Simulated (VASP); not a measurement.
# CuO (P6/mmm) in VASP: single point with PBE

Aim: the single point of CuO with PBE.

Program: VASP 6.6.1. These are calculated values, not measurements. Logs are shortened: lines on timing, memory, paths and dates and some standing lists are left out, and cuts for length are marked.

## 1. The cell of the first run

The structure is hexagonal, space group P6/mmm (No. 191). The conventional cell has a = 5.091 Å, b = 5.091 Å, c = 2.876 Å, α = 90.00°, β = 90.00°, γ = 120.00°. Cu (site symmetry mmm) has 6 O at 2.06 to 2.55 Å and 4 Cu at 2.55 Å within 2.7 Å. Within 3.4 Å of O (site symmetry 6/mmm) lie 6 Cu at 2.55 Å and 14 O at 2.88 to 3.27 Å. Within 2.7 Å of O (site symmetry -6m2) lie 6 Cu at 2.06 Å.

## 2. Single point, PBE, collinear spin

Contents of INCAR:

```
PREC = Accurate
ENCUT = 520
EDIFF = 1E-6
ISMEAR = 0
SIGMA = 0.1
LREAL = F
LASPH = T
NELM = 150
ALGO = Normal
ISIF = 2
LWAVE = F
LCHARG = F
ISPIN = 2
MAGMOM = 0 0 0 0 0.18 0.18
LORBIT = 11
LMAXMIX = 4
GGA = PE
NBANDS = 38
```

Contents of KPOINTS:

```
Automatic mesh
0
Gamma
  6 6 6
```

Contents of POSCAR:

```
CuO
1.0
    5.0913799402      0.0000000000      0.0000000000
   -2.5456899701      4.4092643685      0.0000000000
    0.0000000000      0.0000000000      2.8758714858
Cu O
3 3
Direct
    0.5000000000      0.0000000000      0.0000000000
    0.5000000000      0.5000000000      0.0000000000
    0.0000000000      0.5000000000      0.0000000000
    0.0000000000      0.0000000000      0.0000000000
    0.3333333333      0.6666666667      0.5000000000
    0.6666666667      0.3333333333      0.5000000000
```

Potentials or basis: VASP PAW PBE potentials, release 64 (Cu, O).

The run is started by

```sh
> cat potpaw_PBE.64/Cu/POTCAR potpaw_PBE.64/O/POTCAR > POTCAR
> mpirun -np 1 vasp_std > vasp.out
```

OUTCAR:

```text
PREC = Accurate
   ENCUT = 520
   EDIFF = 1E-6
   ISMEAR = 0
   LREAL = F
   LASPH = T
   NELM = 150
   ISIF = 2
   ISPIN = 2
   LORBIT = 11
   GGA = PE

 ion  position               nearest neighbor table
   1  0.500  0.000  0.000-   5 2.06   6 2.06   5 2.06   6 2.06   2 2.55   3 2.55   2 2.55   3 2.55

   2  0.500  0.500  0.000-   5 2.06   6 2.06   5 2.06   6 2.06   1 2.55   1 2.55   3 2.55   3 2.55

   3  0.000  0.500  0.000-   5 2.06   6 2.06   5 2.06   6 2.06   1 2.55   1 2.55   2 2.55   2 2.55

   4  0.000  0.000  0.000-
   5  0.333  0.667  0.500-   1 2.06   1 2.06   3 2.06   3 2.06   2 2.06   2 2.06
   6  0.667  0.333  0.500-   1 2.06   1 2.06   3 2.06   3 2.06   2 2.06   2 2.06

  LATTYP: Found a hexagonal cell.
 ALAT       =     5.0913799402
 C/A-ratio  =     0.5648510855

  Lattice vectors:

 A1 = (   5.0913799402,   0.0000000000,   0.0000000000)
 A2 = (  -2.5456899701,   4.4092643685,   0.0000000000)
 A3 = (   0.0000000000,   0.0000000000,   2.8758714858)

Analysis of symmetry for initial positions (statically):
=====================================================================
 Subroutine PRICEL returns:
 Original cell was already a primitive cell.

 Routine SETGRP: Setting up the symmetry group for a
 hexagonal supercell.

 Subroutine GETGRP returns: Found 24 space group operations
 (whereof 24 operations were pure point group operations)
 out of a pool of 24 trial point group operations.

The static configuration has the point symmetry D_6h.

Analysis of symmetry for dynamics (positions and initial velocities):
=====================================================================
 Subroutine PRICEL returns:
 Original cell was already a primitive cell.

 Routine SETGRP: Setting up the symmetry group for a
 hexagonal supercell.

 Subroutine GETGRP returns: Found 24 space group operations
 (whereof 24 operations were pure point group operations)
 out of a pool of 24 trial point group operations.

The dynamic configuration has the point symmetry D_6h.

Analysis of structural, dynamic, and magnetic symmetry:
=====================================================================
 Subroutine PRICEL returns:
 Original cell was already a primitive cell.

 Routine SETGRP: Setting up the symmetry group for a
 hexagonal supercell.

 Subroutine GETGRP returns: Found 24 space group operations
 (whereof 24 operations were pure point group operations)
 out of a pool of 24 trial point group operations.

The overall configuration has the point symmetry D_6h.

 Subroutine INISYM returns: Found 24 space group operations
 (whereof 24 operations are pure point group operations),
 and found     1 'primitive' translations

----------------------------------------------------------------------------------------

                                     Primitive cell

  volume of cell :      64.5611

  direct lattice vectors                    reciprocal lattice vectors
     5.091379940  0.000000000  0.000000000     0.196410406  0.113397601  0.000000000
    -2.545689970  4.409264368  0.000000000     0.000000000  0.226795201  0.000000000
     0.000000000  0.000000000  2.875871486     0.000000000  0.000000000  0.347720684

  length of vectors
     5.091379940  5.091379940  2.875871486     0.226795201  0.226795201  0.347720684

  position of ions in fractional coordinates (direct lattice)
     0.500000000  0.000000000  0.000000000
     0.500000000  0.500000000  0.000000000
     0.000000000  0.500000000  0.000000000
     0.000000000  0.000000000  0.000000000
     0.333333333  0.666666667  0.500000000
     0.666666667  0.333333333  0.500000000

  ion indices of the primitive-cell ions
   primitive index   ion index
                 1           1
                 2           2
                 3           3
                 4           4
                 5           5
                 6           6

[... 33 lines left out ...]
  0.333333  0.166667  0.000000     12.000000
[... 16 lines left out ...]
  0.166667  0.000000  0.500000      6.000000
  0.333333 -0.000000  0.500000      6.000000
 [... further k-points ...]
   k-points           NKPTS =     28   k-points in BZ     NKDIM =     28   number of bands    NBANDS=     38
   number of dos      NEDOS =    301   number of ions     NIONS =      6
   total plane-waves  NPLWV =  38400
   dimension x,y,z NGX =    40 NGY =   40 NGZ =   24
   dimension x,y,z NGXF=    80 NGYF=   80 NGZF=   48
   ions per type =               3   3
   NGX,Y,Z   is equivalent  to a cutoff of  13.06, 13.06, 13.87 a.u.
   NGXF,Y,Z  is equivalent  to a cutoff of  26.12, 26.12, 27.75 a.u.
 SYSTEM =  unknown system
   PREC   = accura    normal or accurate (medium, high low for compatibility)
   ISTART =      0    job   : 0-new  1-cont  2-samecut
   ICHARG =      2    charge: 1-file 2-atom 10-const
   ISPIN  =      2    spin polarized calculation?
   LNONCOLLINEAR =      F non collinear calculations
   LSORBIT =      F    spin-orbit coupling
   LASPH  =      T    aspherical Exc in radial PAW
   ENCUT  =  520.0 eV  38.22 Ry    6.18 a.u.   9.47  9.47  5.35*2*pi/ulx,y,z
   NELM   =    150;   NELMIN=  2; NELMDL= -5     # of ELM steps
   EDIFF  = 0.1E-05   stopping-criterion for ELM
   LREAL  =      F    real-space projection
   EDIFFG = 0.1E-04   stopping-criterion for IOM
   NSW    =      0    number of steps for IOM
   IBRION =     -1    ionic relax: 0-MD 1-quasi-New 2-CG
   NFREE  =      0    steps in history (QN), initial steepest desc. (CG)
   ISIF   =      2    stress and relaxation
   ISYM   =      2    0-nonsym 1-usesym 2-fastsym
   POTIM  = 0.5000    time-step for ionic-motion
   TEBEG  =    0.0;   TEEND  =   0.0 temperature during run
   PSTRESS=    0.0 pullay stress
   NELECT =      51.0000    total number of electrons
   NUPDOWN=      -1.0000    fix difference up-down
   EMIN   =  10.00;   EMAX   =-10.00  energy-range for DOS
   EFERMI =   0.00;   METHOD = LEGACY
   ISMEAR =     0;   SIGMA  =   0.10  broadening in eV -4-tet -1-fermi 0-gaus
   EFERMI_NEDOS =   21; number of points for ismear=-14 and -15
   IALGO  =     38    algorithm
   IMIX   =      4    mixing-type and parameters
     AMIX     =   0.40;   BMIX     =  1.00
     AMIX_MAG =   1.60;   BMIX_MAG =  1.00
  volume/ion in A,a.u.               =      10.76        72.61
  Fermi-wavevector in a.u.,A,eV,Ry     =   1.513356  2.859829 31.160705  2.290247
  Thomas-Fermi vector in A             =   2.623158
   LORBIT       =     11    0 simple, 1 ext, 2 COOP (PROOUT), +10 PAW based schemes
   GGA     = PE    functional components
   LHFCALC =     F    Hartree Fock is set to
   AEXX    =    0.0000 exact exchange contribution
   IVDW    =     0    specifies the selected vdW correction
   LEPSILON=     F    determine dielectric tensor
   LRPA    =     F    only Hartree local field effects (RPA)
 spin polarized calculation
 Gauss-broadening in eV      SIGMA  =   0.10
  energy-cutoff  :      520.00
  volume of cell :       64.56
 maximum number of plane-waves:      1763
 NGX is ok and might be reduce to    40
   NGX = 19   NGY = 19   NGZ = 11

 number of electron      51.0000018 magnetization       0.0188893

 number of electron      51.0000018 magnetization      -0.0025094

 Free energy of the ion-electron system (eV)
  ---------------------------------------------------
  ext. energy  EPLUGINS =         0.00000000
  ---------------------------------------------------
  free energy    TOTEN  =       -26.30493387 eV

  energy without entropy =      -26.26816561  energy(sigma->0) =      -26.28654974

 E-fermi :   4.4452     XC(G=0): -11.5511

 val. band max:        4.4343973793   @ k =   0.3333  -0.0000   0.3333
 cond. band min:       4.4464303161   @ k =   0.1667   0.1667   0.1667
 fundamental gap:      0.0120329368
 Fermi energy:         4.4452153086

 spin component 1

 k-point     1 :       0.0000    0.0000    0.0000
  band No.  band energies     occupation
      1     -15.3186      1.00000
      2     -14.3897      1.00000
      3     -11.5414      1.00000
      4      -2.2519      1.00000
      5      -2.2519      1.00000
      6      -1.6972      1.00000
[... 949 lines left out ...]
     36      16.9038      0.00000
     37      17.5234      0.00000

 [... further k-points ...]

 spin component 2

 k-point     1 :       0.0000    0.0000    0.0000
  band No.  band energies     occupation
      1     -15.3203      1.00000
      2     -14.3916      1.00000
      3     -11.5354      1.00000
      4      -2.2532      1.00000
      5      -2.2532      1.00000
      6      -1.6994      1.00000
[... 949 lines left out ...]
     36      16.9050      0.00000
     37      17.5227      0.00000

 [... further k-points ...]

 [bands above 37 left out]

------------------------ aborting loop because EDIFF is reached ----------------------------------------

  FORCE on cell =-STRESS in cart. coord.  units (eV):
  Direction    XX          YY          ZZ          XY          YZ          ZX
  --------------------------------------------------------------------------------------
  -------------------------------------------------------------------------------------
  Total        0.3815331      0.3815331      0.2192707      0.0000000      0.0000000      0.0000000
  in kB        9.4682938      9.4682938      5.4415181      0.0000000      0.0000000      0.0000000
  external PRESSURE =       8.1260352 kB  Pullay stress =       0.0000000 kB

 VOLUME and BASIS-vectors are now :
 -----------------------------------------------------------------------------
  energy-cutoff  :      520.00
  volume of cell :       64.56
      direct lattice vectors                 reciprocal lattice vectors
     5.091379940  0.000000000  0.000000000     0.196410406  0.113397601  0.000000000
    -2.545689970  4.409264368  0.000000000     0.000000000  0.226795201  0.000000000
     0.000000000  0.000000000  2.875871486     0.000000000  0.000000000  0.347720684

 POSITION                                       TOTAL-FORCE (eV/Angst)
 -----------------------------------------------------------------------------------
      2.54569      0.00000      0.00000         0.000000      0.000000      0.000000
      1.27284      2.20463      0.00000        -0.000000      0.000000      0.000000
     -1.27284      2.20463      0.00000         0.000000      0.000000      0.000000
      0.00000      0.00000      0.00000         0.000000      0.000000      0.000000
     -0.00000      2.93951      1.43794         0.000000      0.000000      0.000000
      2.54569      1.46975      1.43794        -0.000000      0.000000      0.000000
 -----------------------------------------------------------------------------------
    total drift:                               -0.000000      0.000000     -0.000000

  FREE ENERGIE OF THE ION-ELECTRON SYSTEM (eV)
  ---------------------------------------------------
  free  energy   TOTEN  =       -26.3049338732 eV

  energy  without entropy=      -26.2681656142  energy(sigma->0) =      -26.28654974

 total charge

# of ion       s       p       d       tot
------------------------------------------
    1        0.322   0.329   9.189   9.840
    2        0.322   0.329   9.189   9.840
    3        0.322   0.329   9.189   9.840
    4        1.597   3.132   0.000   4.729
    5        1.576   3.369   0.000   4.945
    6        1.576   3.369   0.000   4.945
--------------------------------------------------
tot          5.716  10.857  27.566  44.139

 magnetization (x)

# of ion       s       p       d       tot
------------------------------------------
    1       -0.000  -0.000  -0.001  -0.001
    2       -0.000  -0.000  -0.001  -0.001
    3       -0.000  -0.000  -0.001  -0.001
    4        0.000   0.003   0.000   0.003
    5       -0.000  -0.001   0.000  -0.001
    6       -0.000  -0.001   0.000  -0.001
--------------------------------------------------
tot         -0.000   0.001  -0.004  -0.003
```

It took 5.3 min on 1 thread of Oxide Virtual Turin-like, shared host; peak memory 0.24 GiB.

Results:

```yaml
Free_energy: -26.3049 eV
Pressure: 0.8 GPa
Net_moment: 0.00 μB per cell
Valence_electrons_inside_the_program's_atomic_spheres: Cu 9.84; O 4.73, 4.95 (each value once)
```

Caveat: the k points lie up to 0.36 Å⁻¹ apart; semilocal functionals often make such compounds metallic where correlation or magnetic order opens a gap, which also shifts bond lengths. With open d or f shells a metallic result of PBE can be an artefact of self-interaction; +U or a hybrid may open a gap.
